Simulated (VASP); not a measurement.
# ZnS (P6_3mc) in VASP: notebook

ZnS is run at these levels: PBE; tasks: single point.

Program: VASP 6.6.1. These are calculated values, not measurements. Logs are shortened: lines on timing, memory, paths and dates and some standing lists are left out, and cuts for length are marked.

## 1. The cell of the first run

Symmetry: P6_3mc, No. 186, hexagonal system. The conventional cell has a = 3.920 Å, b = 3.920 Å, c = 6.431 Å, α = 90.00°, β = 90.00°, γ = 120.00°. Within 3.2 Å of Zn (site symmetry 3m) lie 4 S at 2.40 to 2.41 Å. S (site symmetry 3m) has 4 Zn at 2.40 to 2.41 Å within 3.2 Å.

## 2. Single point, PBE (strain +3.0%)

The input, INCAR:

```
SYSTEM = ZnS
  ALGO = Normal
  EDIFF = 1E-6
  ENCUT = 520
  GGA = PE
  ISIF = 2
  ISMEAR = -1
  LASPH = .TRUE.
  LCHARG = .FALSE.
  LREAL = .FALSE.
  LWAVE = .FALSE.
  NBANDS = 26
  NELM = 60
  PREC = Accurate
  SIGMA = 0.02
```

The input, KPOINTS:

```
k-points
0
G
  12 12 4
  0 0 0
```

The input, POSCAR:

```
ZnS
1.0
    3.9196143824      0.0000000000      0.0000000000
   -1.9598071912      3.3944856282      0.0000000000
    0.0000000000      0.0000000000      6.4313129044
Zn S
2 2
Direct
    0.3333333333      0.6666666667      0.0000487913
    0.6666666667      0.3333333333      0.5000487913
    0.3333333333      0.6666666667      0.3749512087
    0.6666666667      0.3333333333      0.8749512087
```

Potentials or basis: VASP PAW PBE potentials, release 64 (Zn, S).

Launch:

```bash
$ cat potpaw_PBE.64/Zn/POTCAR potpaw_PBE.64/S/POTCAR > POTCAR
$ mpirun -np 1 vasp_std > vasp.out
```

OUTCAR:

```text
SYSTEM = ZnS
   EDIFF = 1E-6
   ENCUT = 520
   GGA = PE
   ISIF = 2
   ISMEAR = -1
   LASPH = .TRUE.
   LREAL = .FALSE.
   NELM = 60
   PREC = Accurate

 ion  position               nearest neighbor table
   1  0.333  0.667  0.000-   4 2.40   4 2.40   4 2.40   3 2.41
   2  0.667  0.333  0.500-   3 2.40   3 2.40   3 2.40   4 2.41
   3  0.333  0.667  0.375-   2 2.40   2 2.40   2 2.40   1 2.41
   4  0.667  0.333  0.875-   1 2.40   1 2.40   1 2.40   2 2.41

  LATTYP: Found a hexagonal cell.
 ALAT       =     3.9196143824
 C/A-ratio  =     1.6408024558

  Lattice vectors:

 A1 = (   3.9196143824,   0.0000000000,   0.0000000000)
 A2 = (  -1.9598071912,   3.3944856282,   0.0000000000)
 A3 = (   0.0000000000,   0.0000000000,   6.4313129044)

Analysis of symmetry for initial positions (statically):
=====================================================================
 Subroutine PRICEL returns:
 Original cell was already a primitive cell.

 Routine SETGRP: Setting up the symmetry group for a
 hexagonal supercell.

 Subroutine GETGRP returns: Found 12 space group operations
 (whereof  6 operations were pure point group operations)
 out of a pool of 24 trial point group operations.

The static configuration has the point symmetry C_3v.
 The point group associated with its full space group is C_6v.

Analysis of symmetry for dynamics (positions and initial velocities):
=====================================================================
 Subroutine PRICEL returns:
 Original cell was already a primitive cell.

 Routine SETGRP: Setting up the symmetry group for a
 hexagonal supercell.

 Subroutine GETGRP returns: Found 12 space group operations
 (whereof  6 operations were pure point group operations)
 out of a pool of 24 trial point group operations.

The dynamic configuration has the point symmetry C_3v.
 The point group associated with its full space group is C_6v.

 Subroutine INISYM returns: Found 12 space group operations
 (whereof  6 operations are pure point group operations),
 and found     1 'primitive' translations

----------------------------------------------------------------------------------------

                                     Primitive cell

  volume of cell :      85.5691

  direct lattice vectors                    reciprocal lattice vectors
     3.919614382  0.000000000  0.000000000     0.255127138  0.147297722  0.000000000
    -1.959807191  3.394485628  0.000000000     0.000000000  0.294595444  0.000000000
     0.000000000  0.000000000  6.431312904     0.000000000  0.000000000  0.155489247

  length of vectors
     3.919614382  3.919614382  6.431312904     0.294595444  0.294595444  0.155489247

  position of ions in fractional coordinates (direct lattice)
     0.333333333  0.666666667  0.000048791
     0.666666667  0.333333333  0.500048791
     0.333333333  0.666666667  0.374951209
     0.666666667  0.333333333  0.874951209

  ion indices of the primitive-cell ions
   primitive index   ion index
                 1           1
                 2           2
                 3           3
                 4           4

----------------------------------------------------------------------------------------

 KPOINTS: k-points

Automatic generation of k-mesh.
 Grid dimensions read from file:
 generate k-points for:   12   12    4

 Generating k-lattice:

  Cartesian coordinates                     Fractional coordinates (reciprocal lattice)
     0.021260595  0.012274810  0.000000000     0.083333333  0.000000000  0.000000000
     0.000000000  0.024549620  0.000000000     0.000000000  0.083333333  0.000000000
     0.000000000  0.000000000  0.038872312     0.000000000  0.000000000  0.250000000

  Length of vectors
     0.024549620  0.024549620  0.038872312

  Shift w.r.t. Gamma in fractional coordinates (k-lattice)
     0.000000000  0.000000000  0.000000000

 Subroutine IBZKPT returns following result:
 ===========================================

 Found     57 irreducible k-points:

 Following reciprocal coordinates:
            Coordinates               Weight
  0.000000  0.000000  0.000000      1.000000
  0.083333 -0.000000  0.000000      6.000000
  0.166667 -0.000000  0.000000      6.000000
  0.250000 -0.000000  0.000000      6.000000
  0.333333 -0.000000  0.000000      6.000000
  0.416667  0.000000  0.000000      6.000000
[... 16 lines left out ...]
  0.250000 -0.000000  0.250000     12.000000
  0.333333 -0.000000  0.250000     12.000000
 [... further k-points ...]
   k-points           NKPTS =     57   k-points in BZ     NKDIM =     57   number of bands    NBANDS=     26
   number of dos      NEDOS =    301   number of ions     NIONS =      4
   total plane-waves  NPLWV =  43200
   dimension x,y,z NGX =    30 NGY =   30 NGZ =   48
   dimension x,y,z NGXF=    60 NGYF=   60 NGZF=   96
   ions per type =               2   2
   NGX,Y,Z   is equivalent  to a cutoff of  12.72, 12.72, 12.41 a.u.
   NGXF,Y,Z  is equivalent  to a cutoff of  25.45, 25.45, 24.82 a.u.
 SYSTEM =  ZnS
   PREC   = accura    normal or accurate (medium, high low for compatibility)
   ISTART =      0    job   : 0-new  1-cont  2-samecut
   ICHARG =      2    charge: 1-file 2-atom 10-const
   ISPIN  =      1    spin polarized calculation?
   LNONCOLLINEAR =      F non collinear calculations
   LSORBIT =      F    spin-orbit coupling
   LASPH  =      T    aspherical Exc in radial PAW
   ENCUT  =  520.0 eV  38.22 Ry    6.18 a.u.   7.29  7.29 11.96*2*pi/ulx,y,z
   NELM   =     60;   NELMIN=  2; NELMDL= -5     # of ELM steps
   EDIFF  = 0.1E-05   stopping-criterion for ELM
   LREAL  =      F    real-space projection
   EDIFFG = 0.1E-04   stopping-criterion for IOM
   NSW    =      0    number of steps for IOM
   IBRION =     -1    ionic relax: 0-MD 1-quasi-New 2-CG
   NFREE  =      0    steps in history (QN), initial steepest desc. (CG)
   ISIF   =      2    stress and relaxation
   ISYM   =      2    0-nonsym 1-usesym 2-fastsym
   POTIM  = 0.5000    time-step for ionic-motion
   TEBEG  =    0.0;   TEEND  =   0.0 temperature during run
   PSTRESS=    0.0 pullay stress
   NELECT =      36.0000    total number of electrons
   NUPDOWN=      -1.0000    fix difference up-down
   EMIN   =  10.00;   EMAX   =-10.00  energy-range for DOS
   EFERMI =   0.00;   METHOD = LEGACY
   ISMEAR =    -1;   SIGMA  =   0.02  broadening in eV -4-tet -1-fermi 0-gaus
   EFERMI_NEDOS =   21; number of points for ismear=-14 and -15
   IALGO  =     38    algorithm
   IMIX   =      4    mixing-type and parameters
     AMIX     =   0.40;   BMIX     =  1.00
     AMIX_MAG =   1.60;   BMIX_MAG =  1.00
  volume/ion in A,a.u.               =      21.39       144.36
  Fermi-wavevector in a.u.,A,eV,Ry     =   1.226695  2.318118 20.473791  1.504781
  Thomas-Fermi vector in A             =   2.361686
   LORBIT       =      0    0 simple, 1 ext, 2 COOP (PROOUT), +10 PAW based schemes
   GGA     = PE    functional components
   LHFCALC =     F    Hartree Fock is set to
   AEXX    =    0.0000 exact exchange contribution
   IVDW    =     0    specifies the selected vdW correction
   LEPSILON=     F    determine dielectric tensor
   LRPA    =     F    only Hartree local field effects (RPA)
 non-spin polarized calculation
  energy-cutoff  :      520.00
  volume of cell :       85.57
 maximum number of plane-waves:      2352
 NGX is ok and might be reduce to    30
   NGX = 15   NGY = 15   NGZ = 23

 number of electron      35.9999997 magnetization

 Free energy of the ion-electron system (eV)
  ---------------------------------------------------
  ext. energy  EPLUGINS =         0.00000000
  ---------------------------------------------------
  free energy    TOTEN  =       -13.64232062 eV

  energy without entropy =      -13.64232062  energy(sigma->0) =      -13.64232062

 E-fermi :   1.8557     XC(G=0):  -9.2479

 val. band max:        1.4046528610   @ k =   0.0000   0.0000   0.0000
 cond. band min:       3.2309986462   @ k =   0.0000   0.0000   0.0000
 fundamental gap:      1.8263457852
 Fermi energy:         1.8556554077

 k-point     1 :       0.0000    0.0000    0.0000
  band No.  band energies     occupation
      1     -11.2275      2.00000
      2     -10.4406      2.00000
      3      -4.6525      2.00000
      4      -4.6453      2.00000
      5      -4.6453      2.00000
      6      -4.5768      2.00000
[... 18 lines left out ...]
     25       9.0393      0.00000
     26      10.2336      0.00000

 k-point     2 :       0.0833   -0.0000    0.0000
  band No.  band energies     occupation
      1     -11.1868      2.00000
      2     -10.4179      2.00000
      3      -4.6501      2.00000
      4      -4.6401      2.00000
      5      -4.6373      2.00000
      6      -4.5716      2.00000
[... 18 lines left out ...]
     25       9.2319      0.00000
     26      10.0254      0.00000

 k-point     3 :       0.1667   -0.0000    0.0000
  band No.  band energies     occupation
      1     -11.0706      2.00000
      2     -10.3568      2.00000
      3      -4.6470      2.00000
      4      -4.6210      2.00000
      5      -4.6165      2.00000
      6      -4.5521      2.00000
[... 18 lines left out ...]
     25       9.5595      0.00000
     26       9.7668      0.00000

 k-point     4 :       0.2500   -0.0000    0.0000
  band No.  band energies     occupation
      1     -10.8970      2.00000
      2     -10.2770      2.00000
      3      -4.6365      2.00000
      4      -4.5959      2.00000
      5      -4.5914      2.00000
      6      -4.5094      2.00000
[... 18 lines left out ...]
     25       9.7227      0.00000
     26      10.0886      0.00000

 k-point     5 :       0.3333   -0.0000    0.0000
  band No.  band energies     occupation
      1     -10.6985      2.00000
      2     -10.2081      2.00000
      3      -4.6218      2.00000
      4      -4.5712      2.00000
      5      -4.5570      2.00000
      6      -4.4447      2.00000
[... 18 lines left out ...]
     25       9.8941      0.00000
     26      10.7434      0.00000

 k-point     6 :       0.4167    0.0000    0.0000
  band No.  band energies     occupation
      1     -10.5240      2.00000
      2     -10.1767      2.00000
      3      -4.6149      2.00000
      4      -4.5599      2.00000
      5      -4.4935      2.00000
      6      -4.4120      2.00000
[... 427 lines left out ...]
 k-point    21 :       0.0833   -0.0000    0.2500
  band No.  band energies     occupation
      1     -11.0871      2.00000
      2     -10.5456      2.00000
      3      -4.6524      2.00000
      4      -4.6297      2.00000
      5      -4.6295      2.00000
      6      -4.5855      2.00000
[... 18 lines left out ...]
     25       8.9123      0.00000
     26       9.5213      0.00000

 k-point    22 :       0.1667   -0.0000    0.2500
  band No.  band energies     occupation
      1     -10.9765      2.00000
      2     -10.4733      2.00000
      3      -4.6508      2.00000
      4      -4.6131      2.00000
      5      -4.6067      2.00000
      6      -4.5658      2.00000
[... 18 lines left out ...]
     25       9.4264      0.00000
     26       9.5371      0.00000

 k-point    23 :       0.2500   -0.0000    0.2500
  band No.  band energies     occupation
      1     -10.8130      2.00000
      2     -10.3751      2.00000
      3      -4.6414      2.00000
      4      -4.5964      2.00000
      5      -4.5782      2.00000
      6      -4.5198      2.00000
[... 18 lines left out ...]
     25       9.6325      0.00000
     26      10.1541      0.00000

 k-point    24 :       0.3333   -0.0000    0.2500
  band No.  band energies     occupation
      1     -10.6291      2.00000
      2     -10.2820      2.00000
      3      -4.6289      2.00000
      4      -4.5705      2.00000
      5      -4.5537      2.00000
      6      -4.4639      2.00000
[... 18 lines left out ...]
     25       9.8851      0.00000
     26      10.9334      0.00000

 [... further k-points ...]

------------------------ aborting loop because EDIFF is reached ----------------------------------------

  FORCE on cell =-STRESS in cart. coord.  units (eV):
  Direction    XX          YY          ZZ          XY          YZ          ZX
  --------------------------------------------------------------------------------------
  -------------------------------------------------------------------------------------
  Total       -1.7970511     -1.7970511     -1.8857499      0.0000000      0.0000000      0.0000000
  in kB      -33.6475964    -33.6475964    -35.3083743      0.0000000      0.0000000      0.0000000
  external PRESSURE =     -34.2011890 kB  Pullay stress =       0.0000000 kB

 VOLUME and BASIS-vectors are now :
 -----------------------------------------------------------------------------
  energy-cutoff  :      520.00
  volume of cell :       85.57
      direct lattice vectors                 reciprocal lattice vectors
     3.919614382  0.000000000  0.000000000     0.255127138  0.147297722  0.000000000
    -1.959807191  3.394485628  0.000000000     0.000000000  0.294595444  0.000000000
     0.000000000  0.000000000  6.431312904     0.000000000  0.000000000  0.155489247

 POSITION                                       TOTAL-FORCE (eV/Angst)
 -----------------------------------------------------------------------------------
     -0.00000      2.26299      0.00031        -0.000000      0.000000      0.002032
      1.95981      1.13150      3.21597         0.000000     -0.000000      0.002032
     -0.00000      2.26299      2.41143         0.000000      0.000000     -0.002032
      1.95981      1.13150      5.62708        -0.000000      0.000000     -0.002032
 -----------------------------------------------------------------------------------
    total drift:                               -0.000001     -0.000001     -0.000460

  FREE ENERGIE OF THE ION-ELECTRON SYSTEM (eV)
  ---------------------------------------------------
  free  energy   TOTEN  =       -13.6423206238 eV

  energy  without entropy=      -13.6423206238  energy(sigma->0) =      -13.64232062
```

Run time: 1.8 min. Hardware: 1 thread of Intel Xeon Platinum 8259CL at 2.50GHz (Skylake/Cascade Lake), shared host; peak memory 0.26 GiB.

Results:

```
Free energy            : -13.6423 eV
Pressure               : -3.4 GPa
Band gap on the k mesh : 1.83 eV
```

Forces in eV/Å, atoms in the order of the input:
```
Zn   0.000  0.000  0.002
Zn   0.000  0.000  0.002
S    0.000  0.000 -0.002
S    0.000  0.000 -0.002
```

Stress tensor (GPa, compression positive):
```
-3.36  0.00  0.00
 0.00 -3.36  0.00
 0.00  0.00 -3.53
```

Caveat: the cell differs from its parent crystal (strain +3.0%); the cell stands under tension.

## 3. Single point, PBE (strain +4.0%)

The input, INCAR:

```
ALGO     = Normal         # electronic algorithm
EDIFF    = 1E-6           # SCF threshold, eV
ENCUT    = 520            # plane-wave cutoff, eV
GGA      = PE             # functional
ISIF     = 2              # what is computed and relaxed
ISMEAR   = -1             # smearing method
LASPH    = True           # aspherical terms in the spheres
LCHARG   = False          # write CHGCAR
LREAL    = False          # projectors in reciprocal space
LWAVE    = False          # write WAVECAR
NBANDS   = 26             # bands
NELM     = 80             # most SCF steps
PREC     = Accurate       # precision mode
SIGMA    = 0.02           # smearing width, eV
```

The input, KPOINTS:

```
k-points
0
Gamma
  12 12 4
```

The input, POSCAR:

```
ZnS
1.0
    3.9576688909      0.0000000000      0.0000000000
   -1.9788344454      3.4274417993      0.0000000000
    0.0000000000      0.0000000000      6.4937528355
Zn S
2 2
Direct
    0.3333333333      0.6666666667     -0.0000672835
    0.6666666667      0.3333333333      0.4999327165
    0.3333333333      0.6666666667      0.3750672835
    0.6666666667      0.3333333333      0.8750672835
```

Potentials or basis: VASP PAW PBE potentials, release 64 (Zn, S).

Launch:

```bash
$ cat potpaw_PBE.64/Zn/POTCAR potpaw_PBE.64/S/POTCAR > POTCAR
$ mpirun -np 1 vasp_std > vasp.out
```

It took 2.4 min on 1 thread of Intel Xeon Platinum 8259CL at 2.50GHz (Skylake/Cascade Lake), shared host; peak memory 0.26 GiB.

The run converged. Its results:

* Free energy: -13.5773 eV
* Pressure: -4.9 GPa
* Band gap on the k mesh: 1.70 eV

Stress tensor (GPa, compression positive):
```
-4.80  0.00  0.00
 0.00 -4.80  0.00
 0.00  0.00 -4.99
```

Levels at points of the mesh, in eV from the valence-band top:
| k point | band 14 | band 15 | band 16 | band 17 | band 18 | band 19 | band 20 | band 21 | band 22 | band 23 |
| --- | --- | --- | --- | --- | --- | --- | --- | --- | --- | --- |
| (0.00, 0.00, 0.00) | -0.74 | -0.74 | -0.06 | 0.00 | 0.00 | 1.70 | 2.89 | 6.36 | 6.36 | 6.61 |
| (0.50, 0.00, 0.00) | -3.69 | -2.75 | -1.85 | -1.37 | -0.74 | 3.71 | 3.92 | 5.19 | 6.91 | 6.96 |
| (0.00, 0.00, 0.50) | -2.61 | -0.38 | -0.38 | -0.38 | -0.38 | 3.20 | 3.20 | 6.55 | 6.55 | 6.79 |
| (0.50, 0.00, 0.50) | -4.34 | -1.36 | -1.36 | -1.33 | -1.33 | 3.48 | 3.48 | 5.27 | 5.27 | 8.63 |

Caveat: the cell differs from its parent crystal (strain +4.0%); the cell stands under tension. A k mesh can miss the band edges.
